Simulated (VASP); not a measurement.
Here is a VASP 6.6.1 calculation.

INCAR

```
SYSTEM = C
ALGO = Normal
EDIFF = 1E-7
ENCUT = 520
GGA = PE
ISIF = 2
ISMEAR = -1
LASPH = .True.
LCHARG = .False.
LREAL = .False.
LWAVE = .False.
NBANDS = 8
NELM = 60
PREC = Accurate
SIGMA = 0.1
```

Contents of KPOINTS:

```
k-points
0
Gamma
  25 25 25
  0 0 0
```

The input POSCAR:

```
C
1.0
   -1.1669305393      1.1669305393      1.1669305393
    1.1669305393     -1.1669305393      1.1669305393
    1.1669305393      1.1669305393     -1.1669305393
C
1
Direct
    0.0000000000      0.0000000000      0.0000000000
```

Potentials or basis: VASP PAW PBE potentials, release 64 (C).

Command:

```console
$ cat potpaw_PBE.64/C/POTCAR > POTCAR
$ mpirun -np 1 vasp_std > vasp.out
```

**Question.** Estimate the pressure.

**Answer.** 10.5 GPa.

**Question.** Estimate the band gap on the k mesh.

**Answer.** Zero (band 2 reaches 18.75 eV, above the bottom of band 3 at 3.91 eV).
